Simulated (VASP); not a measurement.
Wanted: the native input for a VASP 6.6.1 run.

```
Task                   : single point
Functional             : PBEsol
Potentials or basis    : VASP PAW PBE potentials, release 64 (Zn)
Cutoff                 : 520 eV
k mesh                 : 15 × 15 × 8
Occupations            : fermi-dirac, width 0.15 eV
Spin                   : no spin polarisation
Dipole correction      : no
Further INCAR settings : ALGO = Normal; EDIFF = 1e-07; NBANDS = 19
```

The structure of Zn lies in POSCAR:

```
Zn
1.0
    2.5894514763      0.0000000000      0.0000000000
   -1.2947257382      2.2425307604      0.0000000000
    0.0000000000      0.0000000000      4.9224560527
Zn
2
Direct
    0.3333333333      0.6666666667      0.2500000000
    0.6666666667      0.3333333333      0.7500000000
```

These files were run (other wordings do the same):

INCAR

```
ALGO = Normal ; EDIFF = 1E-7
ENCUT = 520 ; GGA = PS
ISIF = 2 ; ISMEAR = -1
LASPH = True ; LCHARG = False
LREAL = False ; LWAVE = False
NBANDS = 19 ; NELM = 60
PREC = Accurate ; SIGMA = 0.15
```

KPOINTS

```
k-points
0
Gamma
  15 15 8
```

Potentials or basis: VASP PAW PBE potentials, release 64 (Zn).

Command:

```console
$ cat potpaw_PBE.64/Zn/POTCAR > POTCAR
$ mpirun -np 1 vasp_std > vasp.out
```

Results of the run:

```
Pressure               : 0.5 GPa
Band gap on the k mesh : zero (bands 12 and 13 overlap by 4.96 eV)
```

Caveat: the PAW data sets were made with another functional, which shifts forces and pressure a little.

Wall time 26 s on 1 thread of Intel(R) Xeon(R) 6975P-C (Granite Rapids) (shared host), peak memory 0.18 GiB.
